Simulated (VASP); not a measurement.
# Ca (P6_3/mmc) in VASP: density of states with PBE

Aim: the density of states of Ca with PBE.

Everything below comes from runs of VASP 6.6.1. Logs are shortened: lines on timing, memory, paths and dates and some standing lists are left out, and cuts for length are marked.

### 1 The cell of the first run

The structure is hexagonal, space group P6_3/mmc (No. 194). Conventional cell: a = 2.946 Å, b = 2.946 Å, c = 9.690 Å, α = 90.00°, β = 90.00°, γ = 120.00°. Within 3.9 Å of Ca (site symmetry -3m) lie 12 Ca at 2.95 to 2.96 Å. Ca (site symmetry -6m2) has 12 Ca at 2.95 to 2.96 Å within 3.9 Å.

### 2 Density of states, PBE (volume scaled by 0.43)

Contents of POSCAR:

```
Ca
1.0
    2.9455573819      0.0000000000      0.0000000000
   -1.4727786910      2.5509275210      0.0000000000
    0.0000000000      0.0000000000      9.6902201342
Ca
4
Direct
    0.0000000000      0.0000000000      0.0000000000
    0.0000000000      0.0000000000      0.5000000000
    0.3333333333      0.6666666667      0.2500000000
    0.6666666667      0.3333333333      0.7500000000
```

Contents of INCAR.step1:

```
ALGO = Normal ; EDIFF = 1E-6
ENCUT = 520 ; GGA = PE
ISIF = 2 ; ISMEAR = -1
LASPH = True ; LCHARG = True
LREAL = False ; LWAVE = False
NBANDS = 28 ; NELM = 60
PREC = Accurate ; SIGMA = 0.1
```

Contents of KPOINTS.step1:

```
k-points
0
Gamma
  7 7 4
```

Contents of INCAR.step2:

```
ALGO = Normal ; EDIFF = 1E-6
ENCUT = 520 ; GGA = PE
ICHARG = 11 ; ISIF = 2
ISMEAR = -5 ; LASPH = True
LCHARG = False ; LORBIT = 10
LREAL = False ; LWAVE = False
NBANDS = 28 ; NEDOS = 2001
NELM = 60 ; PREC = Accurate
SIGMA = 0.1
```

Contents of KPOINTS.step2:

```
k-points
0
Gamma
  11 11 6
```

Potentials or basis: VASP PAW PBE potentials, release 64 (Ca_sv).

Run with:

```bash
$ cat potpaw_PBE.64/Ca_sv/POTCAR > POTCAR
$ cp INCAR.step1 INCAR
$ cp KPOINTS.step1 KPOINTS
$ mpirun -np 1 vasp_std > vasp.out
$ cp INCAR.step2 INCAR
$ cp KPOINTS.step2 KPOINTS
$ mpirun -np 1 vasp_std > vasp.out
```

OUTCAR:

```text
EDIFF = 1E-6
   ENCUT = 520
   GGA = PE
   ICHARG = 11
   ISIF = 2
   ISMEAR = -5
   LASPH = True
   LORBIT = 10
   LREAL = False
   NELM = 60
   PREC = Accurate

 ion  position               nearest neighbor table
   1  0.000  0.000  0.000-   3 2.96   4 2.96   3 2.96   4 2.96   4 2.96   3 2.96
   2  0.000  0.000  0.500-   3 2.96   4 2.96   3 2.96   4 2.96   4 2.96   3 2.96
   3  0.333  0.667  0.250-   1 2.96   2 2.96   1 2.96   2 2.96   1 2.96   2 2.96
   4  0.667  0.333  0.750-   1 2.96   2 2.96   1 2.96   2 2.96   1 2.96   2 2.96

  LATTYP: Found a hexagonal cell.
 ALAT       =     2.9455573819
 C/A-ratio  =     3.2897746938

  Lattice vectors:

 A1 = (   2.9455573819,   0.0000000000,   0.0000000000)
 A2 = (  -1.4727786910,   2.5509275210,   0.0000000000)
 A3 = (   0.0000000000,   0.0000000000,   9.6902201342)

Analysis of symmetry for initial positions (statically):
=====================================================================
 Subroutine PRICEL returns:
 Original cell was already a primitive cell.

 Routine SETGRP: Setting up the symmetry group for a
 hexagonal supercell.

 Subroutine GETGRP returns: Found 24 space group operations
 (whereof 12 operations were pure point group operations)
 out of a pool of 24 trial point group operations.

The static configuration has the point symmetry D_3d.
 The point group associated with its full space group is D_6h.

Analysis of symmetry for dynamics (positions and initial velocities):
=====================================================================
 Subroutine PRICEL returns:
 Original cell was already a primitive cell.

 Routine SETGRP: Setting up the symmetry group for a
 hexagonal supercell.

 Subroutine GETGRP returns: Found 24 space group operations
 (whereof 12 operations were pure point group operations)
 out of a pool of 24 trial point group operations.

The dynamic configuration has the point symmetry D_3d.
 The point group associated with its full space group is D_6h.

 Subroutine INISYM returns: Found 24 space group operations
 (whereof 12 operations are pure point group operations),
 and found     1 'primitive' translations

----------------------------------------------------------------------------------------

                                     Primitive cell

  volume of cell :      72.8114

  direct lattice vectors                    reciprocal lattice vectors
     2.945557382  0.000000000  0.000000000     0.339494320  0.196007137  0.000000000
    -1.472778691  2.550927521  0.000000000     0.000000000  0.392014274  0.000000000
     0.000000000  0.000000000  9.690220134     0.000000000  0.000000000  0.103196830

  length of vectors
     2.945557382  2.945557382  9.690220134     0.392014274  0.392014274  0.103196830

  position of ions in fractional coordinates (direct lattice)
     0.000000000  0.000000000  0.000000000
     0.000000000  0.000000000  0.500000000
     0.333333333  0.666666667  0.250000000
     0.666666667  0.333333333  0.750000000

  ion indices of the primitive-cell ions
   primitive index   ion index
                 1           1
                 2           2
                 3           3
                 4           4

----------------------------------------------------------------------------------------

 KPOINTS: k-points

Automatic generation of k-mesh.
 Grid dimensions read from file:
 generate k-points for:   11   11    6

 Generating k-lattice:

  Cartesian coordinates                     Fractional coordinates (reciprocal lattice)
     0.030863120  0.017818831  0.000000000     0.090909091  0.000000000  0.000000000
     0.000000000  0.035637661  0.000000000     0.000000000  0.090909091  0.000000000
     0.000000000  0.000000000  0.017199472     0.000000000  0.000000000  0.166666667

  Length of vectors
     0.035637661  0.035637661  0.017199472

  Shift w.r.t. Gamma in fractional coordinates (k-lattice)
     0.000000000  0.000000000  0.000000000

 TETIRR: Found    759 inequivalent tetrahedra from     4356

 Subroutine IBZKPT returns following result:
 ===========================================

 Found     64 irreducible k-points:

 Following reciprocal coordinates:
            Coordinates               Weight
  0.000000  0.000000  0.000000      1.000000
  0.090909 -0.000000  0.000000      6.000000
  0.181818 -0.000000  0.000000      6.000000
  0.272727 -0.000000  0.000000      6.000000
  0.363636  0.000000  0.000000      6.000000
  0.454545 -0.000000  0.000000      6.000000
[... 16 lines left out ...]
  0.090909  0.090909  0.166667     12.000000
  0.181818  0.090909  0.166667     24.000000
 [... further k-points ...]
   k-points           NKPTS =     64   k-points in BZ     NKDIM =     64   number of bands    NBANDS=     28
   number of dos      NEDOS =   2001   number of ions     NIONS =      4
   total plane-waves  NPLWV =  41472
   dimension x,y,z NGX =    24 NGY =   24 NGZ =   72
   dimension x,y,z NGXF=    48 NGYF=   48 NGZF=  144
   ions per type =               4
   NGX,Y,Z   is equivalent  to a cutoff of  13.55, 13.55, 12.35 a.u.
   NGXF,Y,Z  is equivalent  to a cutoff of  27.09, 27.09, 24.70 a.u.
 SYSTEM =  unknown system
   PREC   = accura    normal or accurate (medium, high low for compatibility)
   ISTART =      0    job   : 0-new  1-cont  2-samecut
   ICHARG =     11    charge: 1-file 2-atom 10-const
   ISPIN  =      1    spin polarized calculation?
   LNONCOLLINEAR =      F non collinear calculations
   LSORBIT =      F    spin-orbit coupling
   LASPH  =      T    aspherical Exc in radial PAW
   ENCUT  =  520.0 eV  38.22 Ry    6.18 a.u.   5.48  5.48 18.02*2*pi/ulx,y,z
   NELM   =     60;   NELMIN=  2; NELMDL=  0     # of ELM steps
   EDIFF  = 0.1E-05   stopping-criterion for ELM
   LREAL  =      F    real-space projection
   EDIFFG = 0.1E-04   stopping-criterion for IOM
   NSW    =      0    number of steps for IOM
   IBRION =     -1    ionic relax: 0-MD 1-quasi-New 2-CG
   NFREE  =      0    steps in history (QN), initial steepest desc. (CG)
   ISIF   =      2    stress and relaxation
   ISYM   =      2    0-nonsym 1-usesym 2-fastsym
   POTIM  = 0.5000    time-step for ionic-motion
   TEBEG  =    0.0;   TEEND  =   0.0 temperature during run
   PSTRESS=    0.0 pullay stress
   NELECT =      40.0000    total number of electrons
   NUPDOWN=      -1.0000    fix difference up-down
   EMIN   =  10.00;   EMAX   =-10.00  energy-range for DOS
   EFERMI =   0.00;   METHOD = LEGACY
   ISMEAR =    -5;   SIGMA  =   0.10  broadening in eV -4-tet -1-fermi 0-gaus
   EFERMI_NEDOS =   21; number of points for ismear=-14 and -15
   IALGO  =     38    algorithm
   IMIX   =      4    mixing-type and parameters
     AMIX     =   0.40;   BMIX     =  1.00
     AMIX_MAG =   1.60;   BMIX_MAG =  1.00
  volume/ion in A,a.u.               =      18.20       122.84
  Fermi-wavevector in a.u.,A,eV,Ry     =   1.340793  2.533731 24.459547  1.797726
  Thomas-Fermi vector in A             =   2.469078
   LORBIT       =     10    0 simple, 1 ext, 2 COOP (PROOUT), +10 PAW based schemes
   GGA     = PE    functional components
   LHFCALC =     F    Hartree Fock is set to
   AEXX    =    0.0000 exact exchange contribution
   IVDW    =     0    specifies the selected vdW correction
   LEPSILON=     F    determine dielectric tensor
   LRPA    =     F    only Hartree local field effects (RPA)
 non-spin polarized calculation
 Fermi weights with tetrahedron method with Bloechl corrections
  energy-cutoff  :      520.00
  volume of cell :       72.81
 maximum number of plane-waves:      2016
 NGX is ok and might be reduce to    24

 number of electron      39.9999995 magnetization

 Free energy of the ion-electron system (eV)
  ---------------------------------------------------
  ext. energy  EPLUGINS =         0.00000000
  ---------------------------------------------------
  free energy    TOTEN  =         0.85739744 eV

  energy without entropy =        0.85739744  energy(sigma->0) =        0.85739744

 E-fermi :   6.4847     XC(G=0): -10.8891

 val. band max:        6.5088793876   @ k =   0.2727   0.0909   0.0000
 cond. band min:       6.4553718555   @ k =   0.3636   0.0000   0.3333
 fundamental gap:     -0.0535075322
 Fermi energy:         6.4846551303

 k-point     1 :       0.0000    0.0000    0.0000
  band No.  band energies     occupation
      1     -34.2404      2.00000
      2     -34.0585      2.00000
      3     -34.0095      2.00000
      4     -33.8176      2.00000
      5     -16.1677      2.00000
      6     -15.2808      2.00000
[... 20 lines left out ...]
     27       9.6536      0.00000
     28       9.6979      0.00000

 k-point     2 :       0.0909   -0.0000    0.0000
  band No.  band energies     occupation
      1     -34.2109      2.00000
      2     -34.0358      2.00000
      3     -33.9868      2.00000
      4     -33.8024      2.00000
      5     -16.1158      2.00000
      6     -15.2901      2.00000
[... 20 lines left out ...]
     27       9.7627      0.00000
     28       9.8431      0.00000

 k-point     3 :       0.1818   -0.0000    0.0000
  band No.  band energies     occupation
      1     -34.1296      2.00000
      2     -33.9743      2.00000
      3     -33.9253      2.00000
      4     -33.7629      2.00000
      5     -15.9692      2.00000
      6     -15.3644      2.00000
[... 20 lines left out ...]
     27       9.9516      0.00000
     28      10.3092      0.00000

 k-point     4 :       0.2727   -0.0000    0.0000
  band No.  band energies     occupation
      1     -34.0164      2.00000
      2     -33.8924      2.00000
      3     -33.8434      2.00000
      4     -33.7151      2.00000
      5     -15.7737      2.00000
      6     -15.6064      2.00000
[... 20 lines left out ...]
     27       9.7246      0.00000
     28      10.0045      0.00000

 k-point     5 :       0.3636    0.0000    0.0000
  band No.  band energies     occupation
      1     -33.9012      2.00000
      2     -33.8156      2.00000
      3     -33.7668      2.00000
      4     -33.6794      2.00000
      5     -15.9259      2.00000
      6     -15.9135      2.00000
[... 20 lines left out ...]
     27       9.7565      0.00000
     28       9.7835      0.00000

 k-point     6 :       0.4545   -0.0000    0.0000
  band No.  band energies     occupation
      1     -33.8218      2.00000
      2     -33.7693      2.00000
      3     -33.7209      2.00000
      4     -33.6675      2.00000
      5     -16.1306      2.00000
      6     -16.0932      2.00000
[... 463 lines left out ...]
      5     -15.9329      2.00000
      6     -15.8826      2.00000
[... 20 lines left out ...]
     27       9.7611      0.00000
     28       9.8086      0.00000

 k-point    22 :       0.4545   -0.0000    0.1667
  band No.  band energies     occupation
      1     -33.8194      2.00000
      2     -33.7758      2.00000
      3     -33.7143      2.00000
      4     -33.6699      2.00000
      5     -16.1197      2.00000
      6     -16.0818      2.00000
[... 20 lines left out ...]
     27       9.8602      0.00000
     28      10.0849      0.00000

 k-point    23 :       0.0909    0.0909    0.1667
  band No.  band energies     occupation
      1     -34.1494      2.00000
      2     -34.0236      2.00000
      3     -33.9144      2.00000
      4     -33.7817      2.00000
      5     -15.9929      2.00000
      6     -15.4993      2.00000
[... 20 lines left out ...]
     27      10.0669      0.00000
     28      10.1905      0.00000

 k-point    24 :       0.1818    0.0909    0.1667
  band No.  band energies     occupation
      1     -34.0528      2.00000
      2     -33.9457      2.00000
      3     -33.8488      2.00000
      4     -33.7370      2.00000
      5     -15.8240      2.00000
      6     -15.5700      2.00000
[... 20 lines left out ...]
     27       9.8032      0.00000
     28      10.0734      0.00000

 [... further k-points ...]
[... 5 lines left out ...]
  --------------------------------------------------------------------------------------
  -------------------------------------------------------------------------------------
  Total       21.4632991     21.4632991     21.3950141     -0.0000000      0.0000000      0.0000000
  in kB      472.2889775    472.2889775    470.7864012     -0.0000000      0.0000000      0.0000000
  external PRESSURE =     471.7881187 kB  Pullay stress =       0.0000000 kB

 VOLUME and BASIS-vectors are now :
 -----------------------------------------------------------------------------
  energy-cutoff  :      520.00
  volume of cell :       72.81
      direct lattice vectors                 reciprocal lattice vectors
     2.945557382  0.000000000  0.000000000     0.339494320  0.196007137  0.000000000
    -1.472778691  2.550927521  0.000000000     0.000000000  0.392014274  0.000000000
     0.000000000  0.000000000  9.690220134     0.000000000  0.000000000  0.103196830

 POSITION                                       TOTAL-FORCE (eV/Angst)
 -----------------------------------------------------------------------------------
      0.00000      0.00000      0.00000        -0.000000      0.000000     -0.000000
      0.00000      0.00000      4.84511        -0.000000      0.000000     -0.000000
     -0.00000      1.70062      2.42256         0.000000     -0.000000      0.000000
      1.47278      0.85031      7.26767        -0.000000      0.000000     -0.000000
 -----------------------------------------------------------------------------------
    total drift:                               -0.000000      0.000000      0.000000

  FREE ENERGIE OF THE ION-ELECTRON SYSTEM (eV)
  ---------------------------------------------------
  free  energy   TOTEN  =         0.8573974406 eV

  energy  without entropy=        0.8573974406  energy(sigma->0) =        0.85739744

 total charge

# of ion       s       p       d       tot
------------------------------------------
    1        2.162   5.818   0.583   8.562
    2        2.162   5.818   0.583   8.562
    3        2.167   5.810   0.594   8.571
    4        2.167   5.810   0.594   8.571
--------------------------------------------------
tot          8.657  23.255   2.354  34.266
```

It took 65 s on 1 thread of Intel Xeon Platinum 8488C (Sapphire Rapids), shared host; peak memory 0.24 GiB.

What came out:

- Valence electrons inside the program's atomic spheres: Ca 8.56, 8.57

Levels at points of the mesh, in eV from the Fermi level:
| k point | band 18 | band 19 | band 20 | band 21 | band 22 | band 23 |
| --- | --- | --- | --- | --- | --- | --- |
| (0.00, 0.00, 0.00) | -2.55 | -2.52 | -1.39 | 1.93 | 1.96 | 2.57 |
| (0.00, 0.00, 0.50) | -3.91 | -1.55 | -1.55 | 2.05 | 2.05 | 2.73 |

Caveat: tetrahedron occupations give inexact forces and stress in metals.
